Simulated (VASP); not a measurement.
# HgTe (I-4m2) in VASP: single point with r2SCAN

Aim: the single point of HgTe with r2SCAN.

Everything below comes from runs of VASP 6.6.1. Logs are shortened: lines on timing, memory, paths and dates and some standing lists are left out, and cuts for length are marked.

## 1. The cell of the first run

It takes space group I-4m2 (No. 119, tetragonal). Conventional cell: a = 6.091 Å, b = 6.091 Å, c = 3.119 Å, α = 90.00°, β = 90.00°, γ = 90.00°. Within 4.1 Å of Hg (site symmetry -4m2) lie 2 Hg at 3.12 Å and 8 Te at 3.14 to 3.84 Å. Within 4.1 Å of Te (site symmetry -4m2) lie 2 Te at 3.12 Å and 8 Hg at 3.14 to 3.84 Å.

## 2. Single point, r2SCAN

Contents of POSCAR:

```
HgTe
1.0
   -3.0456030000      3.0456030000      1.5594100000
    3.0456030000     -3.0456030000      1.5594100000
    3.0456030000      3.0456030000     -1.5594100000
Hg Te
1 1
Direct
    0.7500000000      0.2500000000      0.5000000000
    0.0000000000      0.0000000000      0.0000000000
```

Contents of INCAR.step1:

```
SYSTEM = HgTe
PREC     = Accurate       ! precision mode
ENCUT    = 550            ! plane-wave cutoff, eV
ISMEAR   = -1             ! smearing method
SIGMA    = 0.05           ! smearing width, eV
LREAL    = .False.        ! projectors in reciprocal space
LASPH    = .True.         ! aspherical terms in the spheres
NELM     = 120            ! most SCF steps
NBANDS   = 16             ! bands
GGA      = PE             ! functional
ALGO     = Normal         ! electronic algorithm
EDIFF    = 1E-5           ! SCF threshold, eV
LWAVE    = .True.         ! write WAVECAR
LCHARG   = .False.        ! write CHGCAR
GGA_COMPAT= .False.
```

Contents of INCAR.step2:

```
SYSTEM = HgTe
PREC     = Accurate       ! precision mode
ENCUT    = 550            ! plane-wave cutoff, eV
EDIFF    = 1E-6           ! SCF threshold, eV
ISMEAR   = -1             ! smearing method
SIGMA    = 0.05           ! smearing width, eV
LREAL    = .False.        ! projectors in reciprocal space
LASPH    = .True.         ! aspherical terms in the spheres
NELM     = 120            ! most SCF steps
ALGO     = Normal         ! electronic algorithm
ISIF     = 2              ! what is computed and relaxed
LWAVE    = .False.        ! write WAVECAR
LCHARG   = .True.         ! write CHGCAR
METAGGA  = R2SCAN         ! meta-GGA
LMIXTAU  = .True.       
LELF     = .True.         ! ELF
LVHAR    = .True.       
NBANDS   = 16             ! bands
ISTART   = 1            
GGA_COMPAT= .False.
```

Contents of KPOINTS:

```
regular mesh
0
Gamma
  6 6 6
  0 0 0
```

Potentials or basis: VASP PAW PBE potentials, release 64 (Hg, Te).

The run is started by

```bash
$ cat potpaw_PBE.64/Hg/POTCAR potpaw_PBE.64/Te/POTCAR > POTCAR
$ cp INCAR.step1 INCAR
$ mpirun -np 1 vasp_std > vasp.out
$ cp INCAR.step2 INCAR
$ mpirun -np 1 vasp_std > vasp.out
```

OUTCAR:

```text
SYSTEM = HgTe
   PREC = Accurate
   ENCUT = 550
   EDIFF = 1E-6
   ISMEAR = -1
   LREAL = .False.
   LASPH = .True.
   NELM = 120
   ISIF = 2
   METAGGA = R2SCAN
   ISTART = 1

 ion  position               nearest neighbor table
   1  0.750  0.250  0.500-   2 3.14   2 3.14   2 3.14   2 3.14
   2  0.000  0.000  0.000-   1 3.14   1 3.14   1 3.14   1 3.14

  LATTYP: Found a body centered tetragonal cell.
 ALAT       =     6.0912060000
 C/A-ratio  =     0.5120201156

  Lattice vectors:

 A1 = (  -3.0456030000,   3.0456030000,   1.5594100000)
 A2 = (   3.0456030000,  -3.0456030000,   1.5594100000)
 A3 = (   3.0456030000,   3.0456030000,  -1.5594100000)

Analysis of symmetry for initial positions (statically):
=====================================================================
 Subroutine PRICEL returns:
 Original cell was already a primitive cell.

 Routine SETGRP: Setting up the symmetry group for a
 body centered tetragonal supercell.

 Subroutine GETGRP returns: Found  8 space group operations
 (whereof  8 operations were pure point group operations)
 out of a pool of 16 trial point group operations.

The static configuration has the point symmetry D_2d.

Analysis of symmetry for dynamics (positions and initial velocities):
=====================================================================
 Subroutine PRICEL returns:
 Original cell was already a primitive cell.

 Routine SETGRP: Setting up the symmetry group for a
 body centered tetragonal supercell.

 Subroutine GETGRP returns: Found  8 space group operations
 (whereof  8 operations were pure point group operations)
 out of a pool of 16 trial point group operations.

The dynamic configuration has the point symmetry D_2d.

 Subroutine INISYM returns: Found  8 space group operations
 (whereof  8 operations are pure point group operations),
 and found     1 'primitive' translations

----------------------------------------------------------------------------------------

                                     Primitive cell

  volume of cell :      57.8585

  direct lattice vectors                    reciprocal lattice vectors
    -3.045603000  3.045603000  1.559410000     0.000000000  0.164171102  0.320634086
     3.045603000 -3.045603000  1.559410000     0.164171102  0.000000000  0.320634086
     3.045603000  3.045603000 -1.559410000     0.164171102  0.164171102  0.000000000

  length of vectors
     4.580737366  4.580737366  4.580737366     0.360219888  0.360219888  0.232172999

  position of ions in fractional coordinates (direct lattice)
     0.750000000  0.250000000  0.500000000
     0.000000000  0.000000000  0.000000000

  ion indices of the primitive-cell ions
   primitive index   ion index
                 1           1
                 2           2

----------------------------------------------------------------------------------------

 KPOINTS: regular mesh

Automatic generation of k-mesh.
 Grid dimensions read from file:
 generate k-points for:    6    6    6

 Generating k-lattice:

  Cartesian coordinates                     Fractional coordinates (reciprocal lattice)
     0.000000000  0.027361850  0.053439014     0.166666667  0.000000000  0.000000000
     0.027361850  0.000000000  0.053439014     0.000000000  0.166666667  0.000000000
     0.027361850  0.027361850  0.000000000     0.000000000  0.000000000  0.166666667

  Length of vectors
     0.060036648  0.060036648  0.038695500

  Shift w.r.t. Gamma in fractional coordinates (k-lattice)
     0.000000000  0.000000000  0.000000000

 Subroutine IBZKPT returns following result:
 ===========================================

 Found     30 irreducible k-points:

 Following reciprocal coordinates:
            Coordinates               Weight
  0.000000  0.000000  0.000000      1.000000
  0.166667  0.000000  0.000000      8.000000
  0.333333  0.000000  0.000000      8.000000
  0.500000  0.000000  0.000000      4.000000
  0.166667  0.166667  0.000000      8.000000
  0.333333  0.166667  0.000000     16.000000
[... 16 lines left out ...]
 -0.333333 -0.333333  0.166667      8.000000
 -0.166667 -0.333333  0.166667      8.000000
 [... further k-points ...]
   k-points           NKPTS =     30   k-points in BZ     NKDIM =     30   number of bands    NBANDS=     16
   number of dos      NEDOS =    301   number of ions     NIONS =      2
   total plane-waves  NPLWV =  46656
   dimension x,y,z NGX =    36 NGY =   36 NGZ =   36
   dimension x,y,z NGXF=    72 NGYF=   72 NGZF=   72
   ions per type =               1   1
   NGX,Y,Z   is equivalent  to a cutoff of  13.07, 13.07, 13.07 a.u.
   NGXF,Y,Z  is equivalent  to a cutoff of  26.13, 26.13, 26.13 a.u.
 SYSTEM =  HgTe
   PREC   = accura    normal or accurate (medium, high low for compatibility)
   ISTART =      1    job   : 0-new  1-cont  2-samecut
   ICHARG =      0    charge: 1-file 2-atom 10-const
   ISPIN  =      1    spin polarized calculation?
   LNONCOLLINEAR =      F non collinear calculations
   LSORBIT =      F    spin-orbit coupling
   LASPH  =      T    aspherical Exc in radial PAW
   ENCUT  =  550.0 eV  40.42 Ry    6.36 a.u.   8.76  8.76  8.76*2*pi/ulx,y,z
   NELM   =    120;   NELMIN=  2; NELMDL=  0     # of ELM steps
   EDIFF  = 0.1E-05   stopping-criterion for ELM
   LREAL  =      F    real-space projection
[... 7 lines left out ...]
   TEBEG  =    0.0;   TEEND  =   0.0 temperature during run
   PSTRESS=    0.0 pullay stress
   NELECT =      18.0000    total number of electrons
   NUPDOWN=      -1.0000    fix difference up-down
   EMIN   =  10.00;   EMAX   =-10.00  energy-range for DOS
   EFERMI =   0.00;   METHOD = LEGACY
   ISMEAR =    -1;   SIGMA  =   0.05  broadening in eV -4-tet -1-fermi 0-gaus
   EFERMI_NEDOS =   21; number of points for ismear=-14 and -15
   IALGO  =     38    algorithm
   IMIX   =      4    mixing-type and parameters
     AMIX     =   0.40;   BMIX     =  1.00
     AMIX_MAG =   1.60;   BMIX_MAG =  1.00
  volume/ion in A,a.u.               =      28.93       195.22
  Fermi-wavevector in a.u.,A,eV,Ry     =   1.109286  2.096246 16.742166  1.230515
  Thomas-Fermi vector in A             =   2.245823
   LORBIT       =      0    0 simple, 1 ext, 2 COOP (PROOUT), +10 PAW based schemes
   METAGGA = R2SCAN    functional components
   LHFCALC =     F    Hartree Fock is set to
   AEXX    =    0.0000 exact exchange contribution
   IVDW    =     0    specifies the selected vdW correction
   LEPSILON=     F    determine dielectric tensor
   LRPA    =     F    only Hartree local field effects (RPA)
 non-spin polarized calculation
  energy-cutoff  :      550.00
  volume of cell :       57.86
 maximum number of plane-waves:      1710
   NGX = 17   NGY = 17   NGZ = 17

 number of electron      18.0000002 magnetization

 Free energy of the ion-electron system (eV)
  ---------------------------------------------------
  ext. energy  EPLUGINS =         0.00000000
  ---------------------------------------------------
  free energy    TOTEN  =       -74.61058248 eV

  energy without entropy =      -74.59227552  energy(sigma->0) =      -74.60142900

 E-fermi :   4.5449     XC(G=0): -10.3458

 val. band max:        4.5300653202   @ k =  -0.3333   0.5000   0.3333
 cond. band min:       4.6016530466   @ k =   0.5000   0.3333   0.0000
 fundamental gap:      0.0715877265
 Fermi energy:         4.5448881712

 k-point     1 :       0.0000    0.0000    0.0000
  band No.  band energies     occupation
      1      -8.7548      2.00000
      2      -3.3406      2.00000
      3      -2.6286      2.00000
      4      -2.5655      2.00000
      5      -2.1351      2.00000
      6      -2.1351      2.00000
[... 8 lines left out ...]
     15      14.7989      0.00000
     16      16.2247      0.00000

 k-point     2 :       0.1667    0.0000    0.0000
  band No.  band energies     occupation
      1      -8.2973      2.00000
      2      -2.9428      2.00000
      3      -2.6029      2.00000
      4      -2.5801      2.00000
      5      -2.3408      2.00000
      6      -2.3300      2.00000
[... 8 lines left out ...]
     15      14.3775      0.00000
     16      14.4624      0.00000

 k-point     3 :       0.3333    0.0000    0.0000
  band No.  band energies     occupation
      1      -7.0850      2.00000
      2      -2.7611      2.00000
      3      -2.7110      2.00000
      4      -2.5767      2.00000
      5      -2.4159      2.00000
      6      -2.1893      2.00000
[... 8 lines left out ...]
     15      12.7590      0.00000
     16      15.4816      0.00000

 k-point     4 :       0.5000    0.0000    0.0000
  band No.  band energies     occupation
      1      -6.1326      2.00000
      2      -2.9299      2.00000
      3      -2.7985      2.00000
      4      -2.5426      2.00000
      5      -2.3526      2.00000
      6      -2.1335      2.00000
[... 8 lines left out ...]
     15      14.7241      0.00000
     16      15.0964      0.00000

 k-point     5 :       0.1667    0.1667    0.0000
  band No.  band energies     occupation
      1      -7.1610      2.00000
      2      -2.7699      2.00000
      3      -2.7169      2.00000
      4      -2.5653      2.00000
      5      -2.4388      2.00000
      6      -2.1504      2.00000
[... 8 lines left out ...]
     15      13.3528      0.00000
     16      13.6194      0.00000

 k-point     6 :       0.3333    0.1667    0.0000
  band No.  band energies     occupation
      1      -6.1320      2.00000
      2      -2.9791      2.00000
      3      -2.8246      2.00000
      4      -2.5217      2.00000
      5      -2.3611      2.00000
      6      -2.0080      2.00000
[... 8 lines left out ...]
     15      14.0984      0.00000
     16      15.0891      0.00000
[... 267 lines left out ...]
 k-point    21 :      -0.3333    0.5000    0.1667
  band No.  band energies     occupation
      1      -7.8406      2.00000
      2      -2.9784      2.00000
      3      -2.6672      2.00000
      4      -2.5327      2.00000
      5      -2.3025      2.00000
      6      -2.2257      2.00000
[... 8 lines left out ...]
     15      15.7562      0.00000
     16      16.2927      0.00000

 k-point    22 :      -0.1667    0.5000    0.1667
  band No.  band energies     occupation
      1      -6.8439      2.00000
      2      -2.7793      2.00000
      3      -2.7647      2.00000
      4      -2.3880      2.00000
      5      -2.3489      2.00000
      6      -2.2515      2.00000
[... 8 lines left out ...]
     15      14.6712      0.00000
     16      16.0546      0.00000

 k-point    23 :      -0.3333   -0.3333    0.1667
  band No.  band energies     occupation
      1      -6.8043      2.00000
      2      -2.8115      2.00000
      3      -2.7526      2.00000
      4      -2.3952      2.00000
      5      -2.3400      2.00000
      6      -2.1304      2.00000
[... 8 lines left out ...]
     15      15.3193      0.00000
     16      15.6893      0.00000

 k-point    24 :      -0.1667   -0.3333    0.1667
  band No.  band energies     occupation
      1      -6.1862      2.00000
      2      -2.9318      2.00000
      3      -2.9178      2.00000
      4      -2.6276      2.00000
      5      -2.3617      2.00000
      6      -1.8094      2.00000
[... 8 lines left out ...]
     15      15.1581      0.00000
     16      16.7802      0.00000

 [... further k-points ...]

------------------------ aborting loop because EDIFF is reached ----------------------------------------

  FORCE on cell =-STRESS in cart. coord.  units (eV):
  Direction    XX          YY          ZZ          XY          YZ          ZX
  --------------------------------------------------------------------------------------
  -------------------------------------------------------------------------------------
  Total       -0.2780802     -0.2780802     -0.3802003      0.0000000      0.0000000      0.0000000
  in kB       -7.7004094     -7.7004094    -10.5282502      0.0000000      0.0000000      0.0000000
  external PRESSURE =      -8.6430230 kB  Pullay stress =       0.0000000 kB

 VOLUME and BASIS-vectors are now :
 -----------------------------------------------------------------------------
  energy-cutoff  :      550.00
  volume of cell :       57.86
      direct lattice vectors                 reciprocal lattice vectors
    -3.045603000  3.045603000  1.559410000     0.000000000  0.164171102  0.320634086
     3.045603000 -3.045603000  1.559410000     0.164171102  0.000000000  0.320634086
     3.045603000  3.045603000 -1.559410000     0.164171102  0.164171102  0.000000000

 POSITION                                       TOTAL-FORCE (eV/Angst)
 -----------------------------------------------------------------------------------
      0.00000      3.04560      0.77970        -0.000000      0.000000      0.000000
      0.00000      0.00000      0.00000         0.000000     -0.000000     -0.000000
 -----------------------------------------------------------------------------------
    total drift:                               -0.000000      0.000000     -0.000000

  FREE ENERGIE OF THE ION-ELECTRON SYSTEM (eV)
  ---------------------------------------------------
  free  energy   TOTEN  =       -74.6105824752 eV

  energy  without entropy=      -74.5922755183  energy(sigma->0) =      -74.60142900
```

It took 4.8 min on 1 thread of AMD EPYC 7R13, shared host; peak memory 0.2 GiB.

Results:

- Free energy: -74.6106 eV
- Pressure: -0.9 GPa
- Band gap on the k mesh: zero (bands 9 and 10 overlap by 3.89 eV)

Levels at points of the mesh, in eV from the Fermi level:
```tsv
k point	band 5	band 6	band 7	band 8	band 9	band 10	band 11	band 12	band 13	band 14
(0.00, 0.00, 0.00)	-6.68	-6.68	-3.62	-2.88	-2.88	3.26	4.74	7.14	7.14	9.15
(0.50, 0.00, 0.00)	-6.90	-6.68	-5.13	-2.32	-1.48	-0.19	3.23	3.88	6.02	8.31
(0.50, 0.50, 0.00)	-6.65	-6.62	-6.51	-1.32	1.31	2.10	2.73	3.42	8.87	10.78
(0.50, 0.50, 0.50)	-6.65	-6.60	-4.74	-4.74	-4.63	2.93	7.40	8.33	8.33	12.00
```

Caveat: the k points lie up to 0.38 Å⁻¹ apart, too coarse for converged energies and pressures of a metal; the PAW data sets were made with another functional, which shifts forces and pressure a little; spin-orbit coupling is left out, which moves the levels of the heavy elements.
